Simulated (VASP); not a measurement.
# Ta in VASP: a series of runs

Ta is run at these levels: PBEsol, r2SCAN; tasks: single point.

Everything below comes from runs of VASP 6.6.1. Logs are shortened: lines on timing, memory, paths and dates and some standing lists are left out, and cuts for length are marked.

## 1. The cell of the first run

It takes space group P-3m1 (No. 164, trigonal). Conventional cell: a = 2.792 Å, b = 2.792 Å, c = 5.283 Å, α = 90.00°, β = 90.00°, γ = 120.00°. Ta (site symmetry 3m) has 12 Ta at 2.79 to 3.20 Å within 3.7 Å.

## 2. Single point, PBEsol (strained and its atoms moved)

Contents of INCAR:

```
PREC     = Accurate       # precision mode
ENCUT    = 520            # plane-wave cutoff, eV
EDIFF    = 1E-6           # SCF threshold, eV
ISMEAR   = 0              # smearing method
SIGMA    = 0.1            # smearing width, eV
LREAL    = F              # projectors in reciprocal space
LASPH    = T              # aspherical terms in the spheres
NELM     = 100            # most SCF steps
ALGO     = Normal         # electronic algorithm
ISIF     = 2              # what is computed and relaxed
LWAVE    = F              # write WAVECAR
LCHARG   = T              # write CHGCAR
GGA      = PS             # functional
LELF     = T              # ELF
LVHAR    = T            
NBANDS   = 18             # bands
```

Contents of KPOINTS:

```
Automatic mesh
0
Gamma
  15 15 8
```

Contents of POSCAR:

```
Ta
1.0
    2.7919851682      0.0000000000      0.0000000000
   -1.3959925841      2.4179300827      0.0000000000
    0.0000000000      0.0000000000      5.2831867806
Ta
2
Direct
    0.6666666700      0.3333333300      0.7616137859
    0.3333333300      0.6666666700      0.2383862141
```

Potentials or basis: VASP PAW PBE potentials, release 64 (Ta_pv).

Launch:

```bash
$ cat potpaw_PBE.64/Ta_pv/POTCAR > POTCAR
$ mpirun -np 1 vasp_std > vasp.out
```

OUTCAR:

```text
PREC = Accurate
   ENCUT = 520
   EDIFF = 1E-6
   ISMEAR = 0
   LREAL = F
   LASPH = T
   NELM = 100
   ISIF = 2
   GGA = PS

 ion  position               nearest neighbor table
   1  0.667  0.333  0.762-   2 2.99   2 2.99   2 2.99   2 3.20   2 3.20   2 3.20
   2  0.333  0.667  0.238-   1 2.99   1 2.99   1 2.99   1 3.20   1 3.20   1 3.20

  LATTYP: Found a hexagonal cell.
 ALAT       =     2.7919851682
 C/A-ratio  =     1.8922689278

  Lattice vectors:

 A1 = (   2.7919851682,   0.0000000000,   0.0000000000)
 A2 = (  -1.3959925841,   2.4179300827,   0.0000000000)
 A3 = (   0.0000000000,   0.0000000000,   5.2831867806)

Analysis of symmetry for initial positions (statically):
=====================================================================
 Subroutine PRICEL returns:
 Original cell was already a primitive cell.

 Routine SETGRP: Setting up the symmetry group for a
 hexagonal supercell.

 Subroutine GETGRP returns: Found 12 space group operations
 (whereof 12 operations were pure point group operations)
 out of a pool of 24 trial point group operations.

The static configuration has the point symmetry D_3d.

Analysis of symmetry for dynamics (positions and initial velocities):
=====================================================================
 Subroutine PRICEL returns:
 Original cell was already a primitive cell.

 Routine SETGRP: Setting up the symmetry group for a
 hexagonal supercell.

 Subroutine GETGRP returns: Found 12 space group operations
 (whereof 12 operations were pure point group operations)
 out of a pool of 24 trial point group operations.

The dynamic configuration has the point symmetry D_3d.

 Subroutine INISYM returns: Found 12 space group operations
 (whereof 12 operations are pure point group operations),
 and found     1 'primitive' translations

----------------------------------------------------------------------------------------

                                     Primitive cell

  volume of cell :      35.6659

  direct lattice vectors                    reciprocal lattice vectors
     2.791985168  0.000000000  0.000000000     0.358168092  0.206788444  0.000000000
    -1.395992584  2.417930083  0.000000000     0.000000000  0.413576888  0.000000000
     0.000000000  0.000000000  5.283186781     0.000000000  0.000000000  0.189279698

  length of vectors
     2.791985168  2.791985168  5.283186781     0.413576888  0.413576888  0.189279698

  position of ions in fractional coordinates (direct lattice)
     0.666666670  0.333333330  0.761613786
     0.333333330  0.666666670  0.238386214

  ion indices of the primitive-cell ions
   primitive index   ion index
                 1           1
                 2           2

----------------------------------------------------------------------------------------

 KPOINTS: Automatic mesh

Automatic generation of k-mesh.
 Grid dimensions read from file:
 generate k-points for:   15   15    8

 Generating k-lattice:

  Cartesian coordinates                     Fractional coordinates (reciprocal lattice)
     0.023877873  0.013785896  0.000000000     0.066666667  0.000000000  0.000000000
     0.000000000  0.027571793  0.000000000     0.000000000  0.066666667  0.000000000
     0.000000000  0.000000000  0.023659962     0.000000000  0.000000000  0.125000000

  Length of vectors
     0.027571793  0.027571793  0.023659962

  Shift w.r.t. Gamma in fractional coordinates (k-lattice)
     0.000000000  0.000000000  0.000000000

 Subroutine IBZKPT returns following result:
 ===========================================

 Found    192 irreducible k-points:

 Following reciprocal coordinates:
            Coordinates               Weight
  0.000000  0.000000  0.000000      1.000000
  0.066667  0.000000  0.000000      6.000000
  0.133333  0.000000  0.000000      6.000000
  0.200000  0.000000  0.000000      6.000000
  0.266667  0.000000  0.000000      6.000000
  0.333333  0.000000  0.000000      6.000000
[... 16 lines left out ...]
  0.333333  0.200000  0.000000     12.000000
  0.400000  0.200000  0.000000      6.000000
 [... further k-points ...]
   k-points           NKPTS =    192   k-points in BZ     NKDIM =    192   number of bands    NBANDS=     18
   number of dos      NEDOS =    301   number of ions     NIONS =      2
   total plane-waves  NPLWV =  23040
   dimension x,y,z NGX =    24 NGY =   24 NGZ =   40
   dimension x,y,z NGXF=    48 NGYF=   48 NGZF=   80
   ions per type =               2
   NGX,Y,Z   is equivalent  to a cutoff of  14.29, 14.29, 12.59 a.u.
   NGXF,Y,Z  is equivalent  to a cutoff of  28.58, 28.58, 25.17 a.u.
 SYSTEM =  unknown system
   PREC   = accura    normal or accurate (medium, high low for compatibility)
   ISTART =      0    job   : 0-new  1-cont  2-samecut
   ICHARG =      2    charge: 1-file 2-atom 10-const
   ISPIN  =      1    spin polarized calculation?
   LNONCOLLINEAR =      F non collinear calculations
   LSORBIT =      F    spin-orbit coupling
   LASPH  =      T    aspherical Exc in radial PAW
   ENCUT  =  520.0 eV  38.22 Ry    6.18 a.u.   5.19  5.19  9.82*2*pi/ulx,y,z
   NELM   =    100;   NELMIN=  2; NELMDL= -5     # of ELM steps
   EDIFF  = 0.1E-05   stopping-criterion for ELM
   LREAL  =      F    real-space projection
   EDIFFG = 0.1E-04   stopping-criterion for IOM
   NSW    =      0    number of steps for IOM
   IBRION =     -1    ionic relax: 0-MD 1-quasi-New 2-CG
   NFREE  =      0    steps in history (QN), initial steepest desc. (CG)
   ISIF   =      2    stress and relaxation
   ISYM   =      2    0-nonsym 1-usesym 2-fastsym
   POTIM  = 0.5000    time-step for ionic-motion
   TEBEG  =    0.0;   TEEND  =   0.0 temperature during run
   PSTRESS=    0.0 pullay stress
   NELECT =      22.0000    total number of electrons
   NUPDOWN=      -1.0000    fix difference up-down
   EMIN   =  10.00;   EMAX   =-10.00  energy-range for DOS
   EFERMI =   0.00;   METHOD = LEGACY
   ISMEAR =     0;   SIGMA  =   0.10  broadening in eV -4-tet -1-fermi 0-gaus
   EFERMI_NEDOS =   21; number of points for ismear=-14 and -15
   IALGO  =     38    algorithm
   IMIX   =      4    mixing-type and parameters
     AMIX     =   0.40;   BMIX     =  1.00
     AMIX_MAG =   1.60;   BMIX_MAG =  1.00
  volume/ion in A,a.u.               =      17.83       120.34
  Fermi-wavevector in a.u.,A,eV,Ry     =   1.393579  2.633482 26.423347  1.942061
  Thomas-Fermi vector in A             =   2.517211
   LORBIT       =      0    0 simple, 1 ext, 2 COOP (PROOUT), +10 PAW based schemes
   GGA     = PS    functional components
   LHFCALC =     F    Hartree Fock is set to
   AEXX    =    0.0000 exact exchange contribution
   IVDW    =     0    specifies the selected vdW correction
   LEPSILON=     F    determine dielectric tensor
   LRPA    =     F    only Hartree local field effects (RPA)
 non-spin polarized calculation
 Gauss-broadening in eV      SIGMA  =   0.10
  energy-cutoff  :      520.00
  volume of cell :       35.67
 maximum number of plane-waves:       973
 NGX is ok and might be reduce to    24
   NGX = 11   NGY = 11   NGZ = 19

 number of electron      22.0000000 magnetization

 Free energy of the ion-electron system (eV)
  ---------------------------------------------------
  ext. energy  EPLUGINS =         0.00000000
  ---------------------------------------------------
  free energy    TOTEN  =       -24.36367773 eV

  energy without entropy =      -24.35060663  energy(sigma->0) =      -24.35714218

 E-fermi :   5.8096     XC(G=0): -12.7443

 val. band max:        5.8039215786   @ k =   0.1333   0.1333   0.1250
 cond. band min:       5.8102697479   @ k =   0.4000   0.1333   0.3750
 fundamental gap:      0.0063481693
 Fermi energy:         5.8095844458

 k-point     1 :       0.0000    0.0000    0.0000
  band No.  band energies     occupation
      1     -28.6367      2.00000
      2     -27.7800      2.00000
      3     -27.4339      2.00000
      4     -27.4339      2.00000
      5     -27.3602      2.00000
      6     -27.3602      2.00000
[... 10 lines left out ...]
     17      11.4328      0.00000
     18      11.4328      0.00000

 k-point     2 :       0.0667    0.0000    0.0000
  band No.  band energies     occupation
      1     -28.6193      2.00000
      2     -27.7797      2.00000
      3     -27.5005      2.00000
      4     -27.4510      2.00000
      5     -27.4286      2.00000
      6     -27.3731      2.00000
[... 10 lines left out ...]
     17      11.4928      0.00000
     18      11.7746      0.00000

 k-point     3 :       0.1333    0.0000    0.0000
  band No.  band energies     occupation
      1     -28.5690      2.00000
      2     -27.7853      2.00000
      3     -27.6810      2.00000
      4     -27.6171      2.00000
      5     -27.4984      2.00000
      6     -27.4099      2.00000
[... 10 lines left out ...]
     17      11.5976      0.00000
     18      12.5356      0.00000

 k-point     4 :       0.2000    0.0000    0.0000
  band No.  band energies     occupation
      1     -28.4925      2.00000
      2     -27.9691      2.00000
      3     -27.8854      2.00000
      4     -27.7661      2.00000
      5     -27.5665      2.00000
      6     -27.4646      2.00000
[... 10 lines left out ...]
     17      11.6550      0.00000
     18      13.4328      0.00000

 k-point     5 :       0.2667    0.0000    0.0000
  band No.  band energies     occupation
      1     -28.4066      2.00000
      2     -28.2660      2.00000
      3     -28.1706      2.00000
      4     -27.7756      2.00000
      5     -27.6427      2.00000
      6     -27.5277      2.00000
[... 10 lines left out ...]
     17      11.6478      0.00000
     18      13.7171      0.00000

 k-point     6 :       0.3333    0.0000    0.0000
  band No.  band energies     occupation
      1     -28.5528      2.00000
      2     -28.4685      2.00000
      3     -28.2678      2.00000
      4     -27.7919      2.00000
      5     -27.7140      2.00000
      6     -27.5879      2.00000
[... 307 lines left out ...]
 k-point    21 :       0.2000    0.2000    0.0000
  band No.  band energies     occupation
      1     -28.4678      2.00000
      2     -28.4325      2.00000
      3     -28.2472      2.00000
      4     -27.8461      2.00000
      5     -27.8049      2.00000
      6     -27.7564      2.00000
[... 10 lines left out ...]
     17      12.2422      0.00000
     18      14.3602      0.00000

 k-point    22 :       0.2667    0.2000    0.0000
  band No.  band energies     occupation
      1     -28.6036      2.00000
      2     -28.5439      2.00000
      3     -28.1661      2.00000
      4     -27.9762      2.00000
      5     -27.8919      2.00000
      6     -27.8149      2.00000
[... 10 lines left out ...]
     17      13.6991      0.00000
     18      15.7738      0.00000

 k-point    23 :       0.3333    0.2000    0.0000
  band No.  band energies     occupation
      1     -28.6964      2.00000
      2     -28.6060      2.00000
      3     -28.1097      2.00000
      4     -28.0640      2.00000
      5     -27.9650      2.00000
      6     -27.8520      2.00000
[... 10 lines left out ...]
     17      14.7083      0.00000
     18      15.6909      0.00000

 k-point    24 :       0.4000    0.2000    0.0000
  band No.  band energies     occupation
      1     -28.7286      2.00000
      2     -28.6255      2.00000
      3     -28.1270      2.00000
      4     -28.0608      2.00000
      5     -27.9817      2.00000
      6     -27.8736      2.00000
[... 10 lines left out ...]
     17      14.7730      0.00000
     18      15.2539      0.00000

 [... further k-points ...]
[... 5 lines left out ...]
  --------------------------------------------------------------------------------------
  -------------------------------------------------------------------------------------
  Total        2.3646617      2.3646617     -0.7702830      0.0000000      0.0000000      0.0000000
  in kB      106.2250106    106.2250106    -34.6025493      0.0000000      0.0000000      0.0000000
  external PRESSURE =      59.2824906 kB  Pullay stress =       0.0000000 kB

 VOLUME and BASIS-vectors are now :
 -----------------------------------------------------------------------------
  energy-cutoff  :      520.00
  volume of cell :       35.67
      direct lattice vectors                 reciprocal lattice vectors
     2.791985168  0.000000000  0.000000000     0.358168092  0.206788444  0.000000000
    -1.395992584  2.417930083  0.000000000     0.000000000  0.413576888  0.000000000
     0.000000000  0.000000000  5.283186781     0.000000000  0.000000000  0.189279698

 POSITION                                       TOTAL-FORCE (eV/Angst)
 -----------------------------------------------------------------------------------
      1.39599      0.80598      4.02375        -0.000000      0.000000     -1.242983
     -0.00000      1.61195      1.25944         0.000000     -0.000000      1.242983
 -----------------------------------------------------------------------------------
    total drift:                               -0.000000      0.000000     -0.000000

  FREE ENERGIE OF THE ION-ELECTRON SYSTEM (eV)
  ---------------------------------------------------
  free  energy   TOTEN  =       -24.3636777297 eV

  energy  without entropy=      -24.3506066267  energy(sigma->0) =      -24.35714218
```

It took 32 s on 1 thread of Intel Xeon 6975P-C (Granite Rapids), shared host; peak memory 0.23 GiB.

What came out:

```yaml
Free_energy: -24.3637 eV
Pressure: 5.9 GPa
Largest_force: 1.243 eV/Å
Band_gap_on_the_k_mesh: zero (band 11 reaches 7.57 eV, above the bottom of band 12 at 5.09 eV)
```

Forces on the atoms (eV/Å):
```
Ta   0.000  0.000 -1.243
Ta   0.000  0.000  1.243
```

Levels at points of the mesh, in eV from the Fermi level:
```csv
k point,band 7,band 8,band 9,band 10,band 11,band 12,band 13,band 14,band 15,band 16
"(0.00, 0.00, 0.00)",-8.35,-5.26,-1.28,-0.29,0.68,0.68,1.16,1.16,3.69,3.69
"(0.00, 0.00, 0.50)",-6.75,-6.47,-1.91,-1.19,0.73,0.73,0.83,0.83,4.66,4.66
```

Caveat: the cell differs from its parent crystal (strained and its atoms moved); the PAW data sets were made with another functional, which shifts forces and pressure a little; spin-orbit coupling is left out, which moves the levels of the heavy elements.

[end of part 1 of 2]
